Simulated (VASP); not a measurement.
A run of VASP 6.6.1 is set up as follows.

INCAR

```
PREC = Accurate ; ENCUT = 500
EDIFF = 1E-6 ; ISMEAR = 0
SIGMA = 0.01 ; LREAL = False
LASPH = True ; NELM = 120
ALGO = Normal ; ISIF = 2
LWAVE = False ; LCHARG = True
GGA = PS ; LELF = True
LVHAR = True ; NBANDS = 11
GGA_COMPAT = False
```

Contents of KPOINTS:

```
Automatic mesh
0
Gamma
  4 4 4
```

POSCAR

```
BAs
1.0
    0.0000000000      2.3600307184      2.3961773597
    2.3600307184      0.0000000000      2.3961773597
    2.3600307184      2.3600307184      0.0000000000
B As
1 1
Direct
    0.0000000000      0.0000000000      0.0000000000
    0.2500000000      0.2500000000      0.2500000000
```

Potentials or basis: VASP PAW PBE potentials, release 64 (B, As).

The run is started by

```sh
$ cat potpaw_PBE.64/B/POTCAR potpaw_PBE.64/As/POTCAR > POTCAR
$ mpirun -np 1 vasp_std > vasp.out
```

Q: What does it give for the band gap on the k mesh?

A: 1.16 eV, indirect (least direct gap 3.17 eV).

Q: What does it give for the pressure?

A: 3.8 GPa.

Stress tensor (GPa, compression positive):
```
4.81 0.00 0.00
0.00 4.81 0.00
0.00 0.00 1.67
```

Caveat: the k points lie up to 0.57 Å⁻¹ apart; the PAW data sets were made with another functional, which shifts forces and pressure a little. A k mesh can miss the band edges.
